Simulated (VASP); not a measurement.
# B (Fm-3m) in VASP: notebook

The runs below take B through single point, relaxation of cell and atoms, with RPBE.

All numbers are computed with VASP 6.6.1; they aren't measurements. Logs are shortened: lines on timing, memory, paths and dates and some standing lists are left out, and cuts for length are marked.

## (1) The cell of the first run

It takes space group Fm-3m (No. 225, cubic). Conventional cell: a = 2.919 Å, b = 2.919 Å, c = 2.919 Å, α = 90.00°, β = 90.00°, γ = 90.00°. Within 2.7 Å of B (site symmetry m-3m) lie 12 B at 2.06 Å.

## (2) Single point, RPBE (volume scaled by 1.04)

File INCAR:

```
SYSTEM = B
PREC = Accurate ; ENCUT = 520
EDIFF = 1E-6 ; ISMEAR = -1
SIGMA = 0.1 ; LREAL = .FALSE.
LASPH = .TRUE. ; NELM = 100
ALGO = Normal ; ISIF = 2
LWAVE = .FALSE. ; LCHARG = .FALSE.
GGA = RP ; NBANDS = 8
```

File KPOINTS:

```
Automatic mesh
0
G
  21 21 21
  0 0 0
```

File POSCAR:

```
B
1.0
    0.0000000000      1.4596712862      1.4596712862
    1.4596712862      0.0000000000      1.4596712862
    1.4596712862      1.4596712862      0.0000000000
B
1
Direct
    0.0000000000      0.0000000000      0.0000000000
```

Potentials or basis: VASP PAW PBE potentials, release 64 (B).

Launch:

```sh
> cat potpaw_PBE.64/B/POTCAR > POTCAR
> mpirun -np 1 vasp_std > vasp.out
```

OUTCAR:

```text
SYSTEM = B
   PREC = Accurate
   ENCUT = 520
   EDIFF = 1E-6
   ISMEAR = -1
   LREAL = .FALSE.
   LASPH = .TRUE.
   NELM = 100
   ISIF = 2
   GGA = RP

 ion  position               nearest neighbor table
   1  0.000  0.000  0.000-

  LATTYP: Found a face centered cubic cell.
 ALAT       =     2.9193425724

  Lattice vectors:

 A1 = (   0.0000000000,   1.4596712862,   1.4596712862)
 A2 = (   1.4596712862,   0.0000000000,   1.4596712862)
 A3 = (   1.4596712862,   1.4596712862,   0.0000000000)

Analysis of symmetry for initial positions (statically):
=====================================================================
 Subroutine PRICEL returns:
 Original cell was already a primitive cell.

 Routine SETGRP: Setting up the symmetry group for a
 face centered cubic supercell.

 Subroutine GETGRP returns: Found 48 space group operations
 (whereof 48 operations were pure point group operations)
 out of a pool of 48 trial point group operations.

The static configuration has the point symmetry O_h .

Analysis of symmetry for dynamics (positions and initial velocities):
=====================================================================
 Subroutine PRICEL returns:
 Original cell was already a primitive cell.

 Routine SETGRP: Setting up the symmetry group for a
 face centered cubic supercell.

 Subroutine GETGRP returns: Found 48 space group operations
 (whereof 48 operations were pure point group operations)
 out of a pool of 48 trial point group operations.

The dynamic configuration has the point symmetry O_h .

 Subroutine INISYM returns: Found 48 space group operations
 (whereof 48 operations are pure point group operations),
 and found     1 'primitive' translations

----------------------------------------------------------------------------------------

                                     Primitive cell

  volume of cell :       6.2201

  direct lattice vectors                    reciprocal lattice vectors
     0.000000000  1.459671286  1.459671286    -0.342542876  0.342542876  0.342542876
     1.459671286  0.000000000  1.459671286     0.342542876 -0.342542876  0.342542876
     1.459671286  1.459671286  0.000000000     0.342542876  0.342542876 -0.342542876

  length of vectors
     2.064286930  2.064286930  2.064286930     0.593301665  0.593301665  0.593301665

  position of ions in fractional coordinates (direct lattice)
     0.000000000  0.000000000  0.000000000

  ion indices of the primitive-cell ions
   primitive index   ion index
                 1           1

----------------------------------------------------------------------------------------

 KPOINTS: Automatic mesh

Automatic generation of k-mesh.
 Grid dimensions read from file:
 generate k-points for:   21   21   21

 Generating k-lattice:

  Cartesian coordinates                     Fractional coordinates (reciprocal lattice)
    -0.016311566  0.016311566  0.016311566     0.047619048  0.000000000  0.000000000
     0.016311566 -0.016311566  0.016311566     0.000000000  0.047619048  0.000000000
     0.016311566  0.016311566 -0.016311566     0.000000000  0.000000000  0.047619048

  Length of vectors
     0.028252460  0.028252460  0.028252460

  Shift w.r.t. Gamma in fractional coordinates (k-lattice)
     0.000000000  0.000000000  0.000000000

 Subroutine IBZKPT returns following result:
 ===========================================

 Found    286 irreducible k-points:

 Following reciprocal coordinates:
            Coordinates               Weight
  0.000000  0.000000  0.000000      1.000000
  0.047619  0.000000  0.000000      8.000000
  0.095238  0.000000  0.000000      8.000000
  0.142857  0.000000  0.000000      8.000000
  0.190476  0.000000  0.000000      8.000000
  0.238095  0.000000  0.000000      8.000000
[... 16 lines left out ...]
 -0.428571  0.047619  0.000000     24.000000
 -0.380952  0.047619  0.000000     24.000000
 [... further k-points ...]
   k-points           NKPTS =    286   k-points in BZ     NKDIM =    286   number of bands    NBANDS=      8
   number of dos      NEDOS =    301   number of ions     NIONS =      1
   total plane-waves  NPLWV =   4096
   dimension x,y,z NGX =    16 NGY =   16 NGZ =   16
   dimension x,y,z NGXF=    32 NGYF=   32 NGZF=   32
   ions per type =               1
   NGX,Y,Z   is equivalent  to a cutoff of  12.89, 12.89, 12.89 a.u.
   NGXF,Y,Z  is equivalent  to a cutoff of  25.77, 25.77, 25.77 a.u.
 SYSTEM =  B
   PREC   = accura    normal or accurate (medium, high low for compatibility)
   ISTART =      0    job   : 0-new  1-cont  2-samecut
   ICHARG =      2    charge: 1-file 2-atom 10-const
   ISPIN  =      1    spin polarized calculation?
   LNONCOLLINEAR =      F non collinear calculations
   LSORBIT =      F    spin-orbit coupling
   LASPH  =      T    aspherical Exc in radial PAW
   ENCUT  =  520.0 eV  38.22 Ry    6.18 a.u.   3.84  3.84  3.84*2*pi/ulx,y,z
   NELM   =    100;   NELMIN=  2; NELMDL= -5     # of ELM steps
   EDIFF  = 0.1E-05   stopping-criterion for ELM
   LREAL  =      F    real-space projection
   EDIFFG = 0.1E-04   stopping-criterion for IOM
   NSW    =      0    number of steps for IOM
   IBRION =     -1    ionic relax: 0-MD 1-quasi-New 2-CG
   NFREE  =      0    steps in history (QN), initial steepest desc. (CG)
   ISIF   =      2    stress and relaxation
   ISYM   =      2    0-nonsym 1-usesym 2-fastsym
   POTIM  = 0.5000    time-step for ionic-motion
   TEBEG  =    0.0;   TEEND  =   0.0 temperature during run
   PSTRESS=    0.0 pullay stress
   NELECT =       3.0000    total number of electrons
   NUPDOWN=      -1.0000    fix difference up-down
   EMIN   =  10.00;   EMAX   =-10.00  energy-range for DOS
   EFERMI =   0.00;   METHOD = LEGACY
   ISMEAR =    -1;   SIGMA  =   0.10  broadening in eV -4-tet -1-fermi 0-gaus
   EFERMI_NEDOS =   21; number of points for ismear=-14 and -15
   IALGO  =     38    algorithm
   IMIX   =      4    mixing-type and parameters
     AMIX     =   0.40;   BMIX     =  1.00
     AMIX_MAG =   1.60;   BMIX_MAG =  1.00
  volume/ion in A,a.u.               =       6.22        41.98
  Fermi-wavevector in a.u.,A,eV,Ry     =   1.283858  2.426139 22.426351  1.648290
  Thomas-Fermi vector in A             =   2.416086
   LORBIT       =      0    0 simple, 1 ext, 2 COOP (PROOUT), +10 PAW based schemes
   GGA     = RP    functional components
   LHFCALC =     F    Hartree Fock is set to
   AEXX    =    0.0000 exact exchange contribution
   IVDW    =     0    specifies the selected vdW correction
   LEPSILON=     F    determine dielectric tensor
   LRPA    =     F    only Hartree local field effects (RPA)
 non-spin polarized calculation
  energy-cutoff  :      520.00
  volume of cell :        6.22
 maximum number of plane-waves:       174
   NGX =  7   NGY =  7   NGZ =  7

 number of electron       3.0000000 magnetization

 Free energy of the ion-electron system (eV)
  ---------------------------------------------------
  ext. energy  EPLUGINS =         0.00000000
  ---------------------------------------------------
  free energy    TOTEN  =        -5.05194020 eV

  energy without entropy =       -5.04492984  energy(sigma->0) =       -5.04843502

 E-fermi :  10.0161     XC(G=0): -12.7946

 val. band max:        9.9985022078   @ k =  -0.2857   0.1905   0.0476
 cond. band min:      10.0735640636   @ k =  -0.4286   0.4762   0.0952
 fundamental gap:      0.0750618558
 Fermi energy:        10.0161326258

 k-point     1 :       0.0000    0.0000    0.0000
  band No.  band energies     occupation
      1      -8.6132      2.00000
      2      25.3925      0.00000
      3      25.3925      0.00000
      4      25.3925      0.00000
      5      41.3982      0.00000
      6      41.3982      0.00000
      7      41.3982      0.00000
      8      45.0983      0.00000

 k-point     2 :       0.0476    0.0000    0.0000
  band No.  band energies     occupation
      1      -8.5164      2.00000
      2      24.9186      0.00000
      3      25.2942      0.00000
      4      25.2942      0.00000
      5      40.2875      0.00000
      6      41.6182      0.00000
      7      41.6182      0.00000
      8      46.8631      0.00000

 k-point     3 :       0.0952    0.0000    0.0000
  band No.  band energies     occupation
      1      -8.2261      2.00000
      2      23.5496      0.00000
      3      25.0234      0.00000
      4      25.0234      0.00000
      5      38.9990      0.00000
      6      42.1950      0.00000
      7      42.1950      0.00000
      8      49.2958      0.00000

 k-point     4 :       0.1429    0.0000    0.0000
  band No.  band energies     occupation
      1      -7.7425      2.00000
      2      21.4743      0.00000
      3      24.6381      0.00000
      4      24.6381      0.00000
      5      38.3806      0.00000
      6      42.8267      0.00000
      7      42.8267      0.00000
      8      47.8902      0.00000

 k-point     5 :       0.1905    0.0000    0.0000
  band No.  band energies     occupation
      1      -7.0664      2.00000
      2      18.9705      0.00000
      3      24.2036      0.00000
      4      24.2036      0.00000
      5      38.3628      0.00000
      6      42.9278      0.00000
      7      42.9278      0.00000
      8      46.2399      0.00000
[... 177 lines left out ...]
 k-point    22 :      -0.4762    0.0476    0.0000
  band No.  band energies     occupation
      1       0.5245      2.00000
      2       4.4308      2.00000
      3      22.1805      0.00000
      4      22.3960      0.00000
      5      36.5397      0.00000
      6      38.6689      0.00000
      7      42.7177      0.00000
      8      43.0294      0.00000

 k-point    23 :      -0.4286    0.0476    0.0000
  band No.  band energies     occupation
      1      -0.4781      2.00000
      2       5.6806      2.00000
      3      22.0482      0.00000
      4      22.6419      0.00000
      5      36.8891      0.00000
      6      38.6717      0.00000
      7      42.3744      0.00000
      8      43.2718      0.00000

 k-point    24 :      -0.3810    0.0476    0.0000
  band No.  band energies     occupation
      1      -1.9468      2.00000
      2       7.7627      2.00000
      3      22.0172      0.00000
      4      22.9626      0.00000
      5      37.4993      0.00000
      6      38.9803      0.00000
      7      41.7005      0.00000
      8      43.7216      0.00000

 [... further k-points ...]

------------------------ aborting loop because EDIFF is reached ----------------------------------------

  FORCE on cell =-STRESS in cart. coord.  units (eV):
  Direction    XX          YY          ZZ          XY          YZ          ZX
  --------------------------------------------------------------------------------------
  -------------------------------------------------------------------------------------
  Total       -0.3786594     -0.3786594     -0.3786594      0.0000000     -0.0000000     -0.0000000
  in kB      -97.5358116    -97.5358116    -97.5358116      0.0000000     -0.0000000     -0.0000000
  external PRESSURE =     -97.5358116 kB  Pullay stress =       0.0000000 kB

 VOLUME and BASIS-vectors are now :
 -----------------------------------------------------------------------------
  energy-cutoff  :      520.00
  volume of cell :        6.22
      direct lattice vectors                 reciprocal lattice vectors
     0.000000000  1.459671286  1.459671286    -0.342542876  0.342542876  0.342542876
     1.459671286  0.000000000  1.459671286     0.342542876 -0.342542876  0.342542876
     1.459671286  1.459671286  0.000000000     0.342542876  0.342542876 -0.342542876

 POSITION                                       TOTAL-FORCE (eV/Angst)
 -----------------------------------------------------------------------------------
      0.00000      0.00000      0.00000         0.000000      0.000000      0.000000
 -----------------------------------------------------------------------------------
    total drift:                               -0.000000     -0.000000     -0.000000

  FREE ENERGIE OF THE ION-ELECTRON SYSTEM (eV)
  ---------------------------------------------------
  free  energy   TOTEN  =        -5.0519402021 eV

  energy  without entropy=       -5.0449298354  energy(sigma->0) =       -5.04843502
```

Run time: 9.5 s. Hardware: 1 thread of AMD EPYC 9R45 (Zen 5), shared host; peak memory 0.08 GiB.

What came out:

```
Free energy : -5.0519 eV
Pressure    : -9.8 GPa
```

Caveat: the PAW data sets were made with another functional, which shifts forces and pressure a little.

## (3) Single point, RPBE (volume scaled by 1.08)

File INCAR:

```
SYSTEM = B
  PREC = Accurate
  ENCUT = 520
  EDIFF = 1E-6
  ISMEAR = -1
  SIGMA = 0.1
  LREAL = .FALSE.
  LASPH = .TRUE.
  NELM = 80
  ALGO = Normal
  ISIF = 2
  LWAVE = .FALSE.
  LCHARG = .FALSE.
  GGA = RP
  NBANDS = 8
```

KPOINTS is that of step 2.

File POSCAR:

```
B
1.0
    0.0000000000      1.4781500996      1.4781500996
    1.4781500996      0.0000000000      1.4781500996
    1.4781500996      1.4781500996      0.0000000000
B
1
Direct
    0.0000000000      0.0000000000      0.0000000000
```

Potentials or basis: VASP PAW PBE potentials, release 64 (B).

Launch:

```sh
> cat potpaw_PBE.64/B/POTCAR > POTCAR
> mpirun -np 1 vasp_std > vasp.out
```

It took 10 s on 1 thread of AMD EPYC 9R45 (Zen 5), shared host; peak memory 0.08 GiB.

It converged, with:

```yaml
Free_energy: -5.0316 eV
Pressure: -17.7 GPa
```

Levels at points of the mesh, in eV from the Fermi level:
| k point | band 1 | band 2 | band 3 | band 4 | band 5 |
| --- | --- | --- | --- | --- | --- |
| (0.00, 0.00, 0.00) | -18.19 | 14.86 | 14.86 | 14.86 | 30.73 |

Caveat: the PAW data sets were made with another functional, which shifts forces and pressure a little.

## (4) Single point, RPBE (volume scaled by 1.12)

File INCAR:

```
PREC = Accurate
ENCUT = 520
EDIFF = 1E-7
ISMEAR = -1
SIGMA = 0.1
LREAL = F
LASPH = T
NELM = 100
ALGO = Normal
ISIF = 2
LWAVE = F
LCHARG = F
GGA = RP
NBANDS = 8
```

File KPOINTS:

```
regular mesh
0
Gamma
  21 21 21
```

File POSCAR:

```
B
1.0
    0.0000000000      1.4961780971      1.4961780971
    1.4961780971      0.0000000000      1.4961780971
    1.4961780971      1.4961780971      0.0000000000
B
1
Direct
    0.0000000000      0.0000000000      0.0000000000
```

Launch:

```sh
> cat potpaw_PBE.64/B/POTCAR > POTCAR
> mpirun -np 1 vasp_std > vasp.out
```

Run time: 11 s. Hardware: 1 thread of AMD EPYC 9R45 (Zen 5), shared host; peak memory 0.08 GiB.

Results (log left out):

- Free energy: -5.0004 eV
- Pressure: -24.2 GPa

Levels at points of the mesh, in eV from the Fermi level:
```csv
k point,band 1,band 2,band 3,band 4,band 5
"(0.00, 0.00, 0.00)",-17.77,14.38,14.38,14.38,30.13
```

Caveat: the PAW data sets were made with another functional, which shifts forces and pressure a little.

(Part 1 of 2 ends here.)
